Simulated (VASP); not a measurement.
Wanted: the native input for a VASP 6.6.1 run.

```
Task                   : single point
Functional             : r2SCAN
Potentials or basis    : VASP PAW PBE potentials, release 64 (Si, Ge_d)
Cutoff                 : 520 eV
k mesh                 : 12 × 12 × 4
Occupations            : gaussian, width 0.01 eV
Spin                   : no spin polarisation
Dipole correction      : no
Further INCAR settings : ALGO = Normal; EDIFF = 1e-07; NBANDS = 31
```

Crystal: Si2Ge.

```
Si Ge
1.0
     3.89692    0.00000    0.00000
    -1.94846    3.37484    0.00000
     0.00000    0.00000    9.54211
Si Ge
4 2
Direct
  0.00000 0.00000 0.87707
  0.66667 0.33333 0.53980
  0.33333 0.66667 0.46020
  0.00000 0.00000 0.12293
  0.33333 0.66667 0.20802
  0.66667 0.33333 0.79198
```

One way to write it, as run:

POSCAR

```
Si2Ge
1.0
    3.8969242098      0.0000000000      0.0000000000
   -1.9484621049      3.3748353623      0.0000000000
    0.0000000000      0.0000000000      9.5421087612
Si Ge
4 2
Direct
    0.0000000000      0.0000000000      0.8770714465
    0.6666666667      0.3333333333      0.5398022008
    0.3333333333      0.6666666667      0.4601977992
    0.0000000000      0.0000000000      0.1229285535
    0.3333333333      0.6666666667      0.2080164506
    0.6666666667      0.3333333333      0.7919835494
```

INCAR.step1

```
SYSTEM = Si2Ge
PREC     = Accurate       ! precision mode
ENCUT    = 520            ! plane-wave cutoff, eV
ISMEAR   = 0              ! smearing method
SIGMA    = 0.01           ! smearing width, eV
LREAL    = .FALSE.        ! projectors in reciprocal space
LASPH    = .TRUE.         ! aspherical terms in the spheres
NELM     = 80             ! most SCF steps
NBANDS   = 31             ! bands
GGA      = PE             ! functional
ALGO     = Normal         ! electronic algorithm
EDIFF    = 1E-4           ! SCF threshold, eV
LWAVE    = .TRUE.         ! write WAVECAR
LCHARG   = .FALSE.        ! write CHGCAR
```

INCAR.step2

```
SYSTEM = Si2Ge
PREC     = Accurate       ! precision mode
ENCUT    = 520            ! plane-wave cutoff, eV
EDIFF    = 1E-7           ! SCF threshold, eV
ISMEAR   = 0              ! smearing method
SIGMA    = 0.01           ! smearing width, eV
LREAL    = .FALSE.        ! projectors in reciprocal space
LASPH    = .TRUE.         ! aspherical terms in the spheres
NELM     = 80             ! most SCF steps
ALGO     = Normal         ! electronic algorithm
ISIF     = 2              ! what is computed and relaxed
LWAVE    = .FALSE.        ! write WAVECAR
LCHARG   = .FALSE.        ! write CHGCAR
METAGGA  = R2SCAN         ! meta-GGA
LMIXTAU  = .TRUE.       
NBANDS   = 31             ! bands
ISTART   = 1
```

KPOINTS

```
regular mesh
0
G
  12 12 4
  0 0 0
```

Potentials or basis: VASP PAW PBE potentials, release 64 (Si, Ge_d).

Command:

```bash
$ cat potpaw_PBE.64/Si/POTCAR potpaw_PBE.64/Ge_d/POTCAR > POTCAR
$ cp INCAR.step1 INCAR
$ mpirun -np 1 vasp_std > vasp.out
$ cp INCAR.step2 INCAR
$ mpirun -np 1 vasp_std > vasp.out
```

It gave:

```yaml
Pressure: -0.1 GPa
Largest_force: 0.018 eV/Å
Band_gap_on_the_k_mesh: 0.77 eV, indirect (least direct gap 1.52 eV)
```

Caveat: the PAW data sets were made with another functional, which shifts forces and pressure a little.

Run time: 11 min on 1 thread of AMD EPYC 9R45 96-Core Processor (Zen 5) (shared host), peak memory 0.37 GiB.
